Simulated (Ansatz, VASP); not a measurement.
## Ni: VASP beside Ansatz

Contents of INCAR:

```
ALGO = Normal
EDIFF = 1E-6
ENCUT = 520
GGA = PE
ISIF = 2
ISMEAR = -1
ISPIN = 2
LASPH = True
LCHARG = True
LELF = True
LMAXMIX = 4
LORBIT = 11
LREAL = False
LVHAR = True
LWAVE = False
MAGMOM = 0.582 0.582
NBANDS = 21
NELM = 150
PREC = Accurate
SIGMA = 0.05
```

KPOINTS

```
k-points
0
Gamma
  13 13 13
```

Contents of POSCAR:

```
Ni
1.0
    2.7926049959      0.0000000000      0.0000000000
    0.0000000000      2.7926049959      0.0000000000
    0.0000000000      0.0000000000      2.7926049959
Ni
2
Direct
    0.0000000000      0.0000000000      0.0000000000
    0.5000000000      0.5000000000      0.5000000000
```

Input for Ansatz:

```yaml
crystal:
  lattice:
    - [2.7926049959, 0.0, 0.0]
    - [0.0, 2.7926049959, 0.0]
    - [0.0, 0.0, 2.7926049959]
  atoms:
    - { symbol: Ni, position: [0.0, 0.0, 0.0], spin: 0.582 }
    - { symbol: Ni, position: [0.5, 0.5, 0.5], spin: 0.582 }
hamiltonian:
  xc: pbe
  pseudopotentials:
    kind: paw
    azcp:
      Ni: "pseudopotentials/Ni.paw.azcp"
basis:
  ecutwfc: 420
  fft_grid_basis: typed
kpoints:
  mp_grid: { grid: [13, 13, 13], shift: [0, 0, 0] }
magnetization:
  spin_polarized: true
scf:
  occupations: { method: fermi_dirac, width: 0.05 }
  lower_state_search: "off"
output:
  stress: true
```

Alike in both runs: task single point; functional PBE; k mesh 13 × 13 × 13; occupations fermi-dirac, width 0.05 eV; collinear spin.

|  | VASP | Ansatz |
| --- | --- | --- |
| version | VASP 6.6.1 | Ansatz 0.2.0 |
| potentials or method | VASP PAW PBE potentials, release 64 (Ni), cutoff 520 eV | plane waves (420 eV) with PAW, scalar-relativistic |
| valence electrons in the cell | 20 | 36 |

|  | VASP | Ansatz | Ansatz less VASP |
| --- | --- | --- | --- |
| pressure (GPa) | 1.7 | 1.8 | +0.11 |
| net moment per atom (μB) | 0.57 | 0.58 | +0.010 |
| size of the moment on the site where the two differ most (μB) | 0.57 | 0.61 | +0.032 |

Site moments also hang on the region over which each program counts them. With one functional, cell and mesh, what is left measures potentials, basis and numerics. VASP's potentials hold 20 valence electrons a cell and Ansatz's 36, so a difference there can come from the potentials and not from the codes.
